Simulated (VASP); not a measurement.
# GaN (P6_3/mmc) in VASP: further runs

GaN is run at these levels: PBEsol, HSE06; tasks: single point.

All numbers are computed with VASP 6.6.1; they aren't measurements. Logs are shortened: lines on timing, memory, paths and dates and some standing lists are left out, and cuts for length are marked.

**1. The cell of the first run**

It takes space group P6_3/mmc (No. 194, hexagonal). The conventional cell has a = 2.967 Å, b = 2.967 Å, c = 5.033 Å, α = 90.00°, β = 90.00°, γ = 120.00°. Ga (site symmetry -3m) has 6 N at 2.13 Å and 2 Ga at 2.52 Å within 2.8 Å. Within 2.8 Å of N (site symmetry -6m2) lie 6 Ga at 2.13 Å.

**2. Single point, PBEsol**

File INCAR:

```
PREC     = Accurate       # precision mode
ENCUT    = 520            # plane-wave cutoff, eV
EDIFF    = 1E-6           # SCF threshold, eV
ISMEAR   = 0              # smearing method
SIGMA    = 0.01           # smearing width, eV
LREAL    = False          # projectors in reciprocal space
LASPH    = True           # aspherical terms in the spheres
NELM     = 100            # most SCF steps
ALGO     = Normal         # electronic algorithm
ISIF     = 2              # what is computed and relaxed
LWAVE    = False          # write WAVECAR
LCHARG   = True           # write CHGCAR
GGA      = PS             # functional
LELF     = True           # ELF
LVHAR    = True         
NBANDS   = 26             # bands
```

File KPOINTS:

```
Automatic mesh
0
Gamma
  6 6 4
```

File POSCAR:

```
GaN
1.0
    2.9672035378      0.0000000000      0.0000000000
   -1.4836017689      2.5696736419      0.0000000000
    0.0000000000      0.0000000000      5.0329255193
Ga N
2 2
Direct
    0.0000000000      0.0000000000      0.0000000000
    0.0000000000      0.0000000000      0.5000000000
    0.3333333333      0.6666666667      0.2500000000
    0.6666666667      0.3333333333      0.7500000000
```

Potentials or basis: VASP PAW PBE potentials, release 64 (Ga_d, N).

Run with:

```bash
> cat potpaw_PBE.64/Ga_d/POTCAR potpaw_PBE.64/N/POTCAR > POTCAR
> mpirun -np 1 vasp_std > vasp.out
```

OUTCAR:

```text
PREC = Accurate
   ENCUT = 520
   EDIFF = 1E-6
   ISMEAR = 0
   LREAL = False
   LASPH = True
   NELM = 100
   ISIF = 2
   GGA = PS

 ion  position               nearest neighbor table
   1  0.000  0.000  0.000-   3 2.13   4 2.13   3 2.13   4 2.13   4 2.13   3 2.13   2 2.52   2 2.52

   2  0.000  0.000  0.500-   3 2.13   4 2.13   3 2.13   4 2.13   4 2.13   3 2.13   1 2.52   1 2.52

   3  0.333  0.667  0.250-   1 2.13   2 2.13   1 2.13   2 2.13   1 2.13   2 2.13
   4  0.667  0.333  0.750-   1 2.13   2 2.13   1 2.13   2 2.13   1 2.13   2 2.13

  LATTYP: Found a hexagonal cell.
 ALAT       =     2.9672035378
 C/A-ratio  =     1.6961847933

  Lattice vectors:

 A1 = (   2.9672035378,   0.0000000000,   0.0000000000)
 A2 = (  -1.4836017689,   2.5696736419,   0.0000000000)
 A3 = (   0.0000000000,   0.0000000000,   5.0329255193)

Analysis of symmetry for initial positions (statically):
=====================================================================
 Subroutine PRICEL returns:
 Original cell was already a primitive cell.

 Routine SETGRP: Setting up the symmetry group for a
 hexagonal supercell.

 Subroutine GETGRP returns: Found 24 space group operations
 (whereof 12 operations were pure point group operations)
 out of a pool of 24 trial point group operations.

The static configuration has the point symmetry D_3d.
 The point group associated with its full space group is D_6h.

Analysis of symmetry for dynamics (positions and initial velocities):
=====================================================================
 Subroutine PRICEL returns:
 Original cell was already a primitive cell.

 Routine SETGRP: Setting up the symmetry group for a
 hexagonal supercell.

 Subroutine GETGRP returns: Found 24 space group operations
 (whereof 12 operations were pure point group operations)
 out of a pool of 24 trial point group operations.

The dynamic configuration has the point symmetry D_3d.
 The point group associated with its full space group is D_6h.

 Subroutine INISYM returns: Found 24 space group operations
 (whereof 12 operations are pure point group operations),
 and found     1 'primitive' translations

----------------------------------------------------------------------------------------

                                     Primitive cell

  volume of cell :      38.3748

  direct lattice vectors                    reciprocal lattice vectors
     2.967203538  0.000000000  0.000000000     0.337017662  0.194577238  0.000000000
    -1.483601769  2.569673642  0.000000000     0.000000000  0.389154476  0.000000000
     0.000000000  0.000000000  5.032925519     0.000000000  0.000000000  0.198691595

  length of vectors
     2.967203538  2.967203538  5.032925519     0.389154476  0.389154476  0.198691595

  position of ions in fractional coordinates (direct lattice)
     0.000000000  0.000000000  0.000000000
     0.000000000  0.000000000  0.500000000
     0.333333333  0.666666667  0.250000000
     0.666666667  0.333333333  0.750000000

  ion indices of the primitive-cell ions
   primitive index   ion index
                 1           1
                 2           2
                 3           3
                 4           4

----------------------------------------------------------------------------------------

 KPOINTS: Automatic mesh

Automatic generation of k-mesh.
 Grid dimensions read from file:
 generate k-points for:    6    6    4

 Generating k-lattice:

  Cartesian coordinates                     Fractional coordinates (reciprocal lattice)
     0.056169610  0.032429540  0.000000000     0.166666667  0.000000000  0.000000000
     0.000000000  0.064859079  0.000000000     0.000000000  0.166666667  0.000000000
     0.000000000  0.000000000  0.049672899     0.000000000  0.000000000  0.250000000

  Length of vectors
     0.064859079  0.064859079  0.049672899

  Shift w.r.t. Gamma in fractional coordinates (k-lattice)
     0.000000000  0.000000000  0.000000000

 Subroutine IBZKPT returns following result:
 ===========================================

 Found     21 irreducible k-points:

 Following reciprocal coordinates:
            Coordinates               Weight
  0.000000  0.000000  0.000000      1.000000
  0.166667  0.000000  0.000000      6.000000
  0.333333  0.000000  0.000000      6.000000
  0.500000  0.000000  0.000000      3.000000
  0.166667  0.166667  0.000000      6.000000
  0.333333  0.166667  0.000000     12.000000
[... 13 lines left out ...]
  0.333333  0.166667  0.500000     12.000000
  0.333333  0.333333  0.500000      2.000000
   k-points           NKPTS =     21   k-points in BZ     NKDIM =     21   number of bands    NBANDS=     26
   number of dos      NEDOS =    301   number of ions     NIONS =      4
   total plane-waves  NPLWV =  23040
   dimension x,y,z NGX =    24 NGY =   24 NGZ =   40
   dimension x,y,z NGXF=    48 NGYF=   48 NGZF=   80
   ions per type =               2   2
   NGX,Y,Z   is equivalent  to a cutoff of  13.45, 13.45, 13.21 a.u.
   NGXF,Y,Z  is equivalent  to a cutoff of  26.89, 26.89, 26.43 a.u.
 SYSTEM =  unknown system
   PREC   = accura    normal or accurate (medium, high low for compatibility)
   ISTART =      0    job   : 0-new  1-cont  2-samecut
   ICHARG =      2    charge: 1-file 2-atom 10-const
   ISPIN  =      1    spin polarized calculation?
   LNONCOLLINEAR =      F non collinear calculations
   LSORBIT =      F    spin-orbit coupling
   LASPH  =      T    aspherical Exc in radial PAW
   ENCUT  =  520.0 eV  38.22 Ry    6.18 a.u.   5.52  5.52  9.36*2*pi/ulx,y,z
   NELM   =    100;   NELMIN=  2; NELMDL= -5     # of ELM steps
   EDIFF  = 0.1E-05   stopping-criterion for ELM
   LREAL  =      F    real-space projection
   EDIFFG = 0.1E-04   stopping-criterion for IOM
   NSW    =      0    number of steps for IOM
   IBRION =     -1    ionic relax: 0-MD 1-quasi-New 2-CG
   NFREE  =      0    steps in history (QN), initial steepest desc. (CG)
   ISIF   =      2    stress and relaxation
   ISYM   =      2    0-nonsym 1-usesym 2-fastsym
   POTIM  = 0.5000    time-step for ionic-motion
   TEBEG  =    0.0;   TEEND  =   0.0 temperature during run
   PSTRESS=    0.0 pullay stress
   NELECT =      36.0000    total number of electrons
   NUPDOWN=      -1.0000    fix difference up-down
   EMIN   =  10.00;   EMAX   =-10.00  energy-range for DOS
   EFERMI =   0.00;   METHOD = LEGACY
   ISMEAR =     0;   SIGMA  =   0.01  broadening in eV -4-tet -1-fermi 0-gaus
   EFERMI_NEDOS =   21; number of points for ismear=-14 and -15
   IALGO  =     38    algorithm
   IMIX   =      4    mixing-type and parameters
     AMIX     =   0.40;   BMIX     =  1.00
     AMIX_MAG =   1.60;   BMIX_MAG =  1.00
  volume/ion in A,a.u.               =       9.59        64.74
  Fermi-wavevector in a.u.,A,eV,Ry     =   1.602607  3.028488 34.944516  2.568349
  Thomas-Fermi vector in A             =   2.699401
   LORBIT       =      0    0 simple, 1 ext, 2 COOP (PROOUT), +10 PAW based schemes
   GGA     = PS    functional components
   LHFCALC =     F    Hartree Fock is set to
   AEXX    =    0.0000 exact exchange contribution
   IVDW    =     0    specifies the selected vdW correction
   LEPSILON=     F    determine dielectric tensor
   LRPA    =     F    only Hartree local field effects (RPA)
 non-spin polarized calculation
 Gauss-broadening in eV      SIGMA  =   0.01
  energy-cutoff  :      520.00
  volume of cell :       38.37
 maximum number of plane-waves:      1051
 NGX is ok and might be reduce to    24
   NGX = 11   NGY = 11   NGZ = 19

 number of electron      36.0000036 magnetization

 Free energy of the ion-electron system (eV)
  ---------------------------------------------------
  ext. energy  EPLUGINS =         0.00000000
  ---------------------------------------------------
  free energy    TOTEN  =       -23.95926169 eV

  energy without entropy =      -23.95926169  energy(sigma->0) =      -23.95926169

 E-fermi :   7.7352     XC(G=0): -13.1537

 val. band max:        7.6742197564   @ k =   0.1667   0.0000   0.0000
 cond. band min:       8.8905742584   @ k =   0.3333   0.3333   0.0000
 fundamental gap:      1.2163545020
 Fermi energy:         7.7351812769

 k-point     1 :       0.0000    0.0000    0.0000
  band No.  band energies     occupation
      1      -9.6581      2.00000
      2      -6.9141      2.00000
      3      -6.7005      2.00000
      4      -6.6578      2.00000
      5      -6.6578      2.00000
      6      -6.4856      2.00000
[... 18 lines left out ...]
     25      21.1865      0.00000
     26      21.1865      0.00000

 k-point     2 :       0.1667    0.0000    0.0000
  band No.  band energies     occupation
      1      -9.1853      2.00000
      2      -7.4537      2.00000
      3      -6.8857      2.00000
      4      -6.6445      2.00000
      5      -6.5337      2.00000
      6      -6.4954      2.00000
[... 18 lines left out ...]
     25      19.2229      0.00000
     26      19.2674      0.00000

 k-point     3 :       0.3333    0.0000    0.0000
  band No.  band energies     occupation
      1      -8.2185      2.00000
      2      -7.5731      2.00000
      3      -6.8262      2.00000
      4      -6.6707      2.00000
      5      -6.6072      2.00000
      6      -6.5817      2.00000
[... 18 lines left out ...]
     25      18.0525      0.00000
     26      20.9929      0.00000

 k-point     4 :       0.5000    0.0000    0.0000
  band No.  band energies     occupation
      1      -8.1876      2.00000
      2      -6.9244      2.00000
      3      -6.7069      2.00000
      4      -6.6930      2.00000
      5      -6.6650      2.00000
      6      -6.4543      2.00000
[... 18 lines left out ...]
     25      18.0793      0.00000
     26      21.7736      0.00000
[... 409 lines left out ...]
      1      -7.9178      2.00000
      2      -7.9178      2.00000
      3      -6.5551      2.00000
      4      -6.5551      2.00000
      5      -6.5135      2.00000
      6      -6.5135      2.00000
[... 18 lines left out ...]
     25      19.1289      0.00000
     26      19.1289      0.00000

 k-point    20 :       0.3333    0.1667    0.5000
  band No.  band energies     occupation
      1      -7.7177      2.00000
      2      -7.7177      2.00000
      3      -6.5618      2.00000
      4      -6.5618      2.00000
      5      -6.5237      2.00000
      6      -6.5237      2.00000
[... 18 lines left out ...]
     25      19.1384      0.00000
     26      19.1384      0.00000

 k-point    21 :       0.3333    0.3333    0.5000
  band No.  band energies     occupation
      1      -7.6554      2.00000
      2      -7.6554      2.00000
      3      -6.6104      2.00000
      4      -6.6104      2.00000
      5      -6.4650      2.00000
      6      -6.4650      2.00000
[... 18 lines left out ...]
     25      18.8292      0.00000
     26      18.8292      0.00000

------------------------ aborting loop because EDIFF is reached ----------------------------------------

  FORCE on cell =-STRESS in cart. coord.  units (eV):
  Direction    XX          YY          ZZ          XY          YZ          ZX
  --------------------------------------------------------------------------------------
  -------------------------------------------------------------------------------------
  Total        0.1900933      0.1900933      0.3066278      0.0000000      0.0000000      0.0000000
  in kB        7.9365481      7.9365481     12.8019558      0.0000000      0.0000000      0.0000000
  external PRESSURE =       9.5583507 kB  Pullay stress =       0.0000000 kB

 VOLUME and BASIS-vectors are now :
 -----------------------------------------------------------------------------
  energy-cutoff  :      520.00
  volume of cell :       38.37
      direct lattice vectors                 reciprocal lattice vectors
     2.967203538  0.000000000  0.000000000     0.337017662  0.194577238  0.000000000
    -1.483601769  2.569673642  0.000000000     0.000000000  0.389154476  0.000000000
     0.000000000  0.000000000  5.032925519     0.000000000  0.000000000  0.198691595

 POSITION                                       TOTAL-FORCE (eV/Angst)
 -----------------------------------------------------------------------------------
      0.00000      0.00000      0.00000         0.000000      0.000000      0.000000
      0.00000      0.00000      2.51646         0.000000      0.000000      0.000000
     -0.00000      1.71312      1.25823        -0.000000      0.000000     -0.000000
      1.48360      0.85656      3.77469         0.000000     -0.000000      0.000000
 -----------------------------------------------------------------------------------
    total drift:                               -0.000000      0.000000      0.000000

  FREE ENERGIE OF THE ION-ELECTRON SYSTEM (eV)
  ---------------------------------------------------
  free  energy   TOTEN  =       -23.9592616899 eV

  energy  without entropy=      -23.9592616899  energy(sigma->0) =      -23.95926169
```

It took 29 s on 1 thread of Intel Xeon 8259CL, shared host; peak memory 0.17 GiB.

What came out:

| Quantity | Value |
| --- | --- |
| Free energy | -23.9593 eV |
| Pressure | 1.0 GPa |
| Band gap on the k mesh | 1.22 eV, indirect (least direct gap 1.77 eV) |

Levels at points of the mesh, in eV from the valence-band top:
| k point | band 16 | band 17 | band 18 | band 19 | band 20 | band 21 |
| --- | --- | --- | --- | --- | --- | --- |
| (0.00, 0.00, 0.00) | -0.57 | -0.11 | -0.11 | 1.65 | 4.51 | 9.22 |
| (0.50, 0.00, 0.00) | -2.92 | -2.88 | -0.25 | 3.60 | 4.90 | 5.11 |
| (0.00, 0.00, 0.50) | -0.31 | -0.31 | -0.31 | 4.32 | 4.32 | 9.17 |
| (0.50, 0.00, 0.50) | -2.24 | -1.76 | -1.76 | 2.93 | 2.93 | 7.90 |

Caveat: the PAW data sets were made with another functional, which shifts forces and pressure a little.

**3. Single point, HSE06**

POSCAR is that of step 2.

File INCAR.step1:

```
  ALGO = Normal
  EDIFF = 1E-5
  ENCUT = 520
  GGA = PE
  ISIF = 2
  ISMEAR = 0
  LASPH = True
  LREAL = False
  LWAVE = True
  NBANDS = 26
  NELM = 60
  PREC = Accurate
  SIGMA = 0.01
```

File INCAR.step2:

```
  ALGO = Normal
  EDIFF = 1E-6
  ENCUT = 520
  GGA = PE
  HFSCREEN = 0.2079
  ISIF = 2
  ISMEAR = 0
  ISTART = 1
  LASPH = True
  LCHARG = True
  LELF = True
  LHFCALC = True
  LREAL = False
  LVHAR = True
  LWAVE = False
  NBANDS = 26
  NELM = 60
  PREC = Accurate
  PRECFOCK = Normal
  SIGMA = 0.01
```

File KPOINTS:

```
k-points
0
Gamma
  6 6 2
```

Potentials or basis: VASP PAW PBE potentials, release 64 (Ga_d, N).

Run with:

```bash
> cat potpaw_PBE.64/Ga_d/POTCAR potpaw_PBE.64/N/POTCAR > POTCAR
> cp INCAR.step1 INCAR
> mpirun -np 1 vasp_std > vasp.out
> cp INCAR.step2 INCAR
> mpirun -np 1 vasp_std > vasp.out
```

It took 30 min on 1 thread of Intel Xeon Platinum 8559C (Emerald Rapids), shared host; peak memory 0.27 GiB.

The run converged. Its results:

```
Free energy            : -26.9844 eV
Pressure               : -0.5 GPa
Band gap on the k mesh : 2.67 eV, indirect (least direct gap 3.08 eV)
```

Stress tensor (GPa, compression positive):
```
-1.02  0.00  0.00
 0.00 -1.02  0.00
 0.00  0.00  0.40
```

Levels at points of the mesh, in eV from the valence-band top:
```tsv
k point	band 15	band 16	band 17	band 18	band 19	band 20	band 21	band 22
(0.00, 0.00, 0.00)	-0.57	-0.57	-0.15	-0.15	2.93	5.87	11.36	12.04
(0.50, 0.00, 0.00)	-5.39	-3.12	-2.85	-0.30	5.01	6.28	6.56	10.44
(0.00, 0.00, 0.50)	-0.33	-0.33	-0.33	-0.33	5.74	5.74	10.92	10.92
(0.50, 0.00, 0.50)	-2.36	-2.36	-1.89	-1.89	4.31	4.31	9.32	9.32
```

Caveat: the k points lie up to 0.62 Å⁻¹ apart; the PAW data sets were made with another functional, which shifts forces and pressure a little. A k mesh can miss the band edges.
